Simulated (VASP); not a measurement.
Wanted: the native input for a VASP 6.6.1 run.

- Task: single point
- Functional: LDA
- Potentials or basis: VASP PAW LDA potentials, release 64 (Li_sv, K_sv, F)
- Cutoff: 520 eV
- k mesh: 4 × 4 × 4
- Occupations: gaussian, width 0.01 eV
- Spin: no spin polarisation
- Dipole correction: no
- Further INCAR settings: ALGO = Normal; EDIFF = 1e-07; NBANDS = 21

The structure of KLiF2 lies in POSCAR:

```
KLiF2
1.0
    1.6223039207      0.9366376053      5.6488965173
   -1.6223039207      0.9366376053      5.6488965173
    0.0000000000     -1.8732752107      5.6488965173
Li K F
1 1 2
Direct
    1.0000000000      0.0000000000      0.0000000000
    0.5000000000      0.5000000000      0.5000000000
    0.2689466833      0.2689466833      0.2689466833
    0.7310533167      0.7310533167      0.7310533167
```

One way to write it, as run:

INCAR

```
PREC = Accurate ; ENCUT = 520
EDIFF = 1E-7 ; ISMEAR = 0
SIGMA = 0.01 ; LREAL = False
LASPH = True ; NELM = 60
ALGO = Normal ; ISIF = 2
LWAVE = False ; LCHARG = True
LELF = True ; LVHAR = True
NBANDS = 21
```

KPOINTS

```
Automatic mesh
0
Gamma
  4 4 4
```

Potentials or basis: VASP PAW LDA potentials, release 64 (Li_sv, K_sv, F).

Launch:

```console
$ cat potpaw_LDA.64/Li_sv/POTCAR potpaw_LDA.64/K_sv/POTCAR potpaw_LDA.64/F/POTCAR > POTCAR
$ mpirun -np 1 vasp_std > vasp.out
```

It gave:

```
Largest force          : 0.088 eV/Å
Band gap on the k mesh : 6.34 eV, direct
```

Caveat: the k points lie up to 0.57 Å⁻¹ apart.

It took 86 s on 1 thread of Intel Xeon 6975P-C (shared host), peak memory 0.25 GiB.
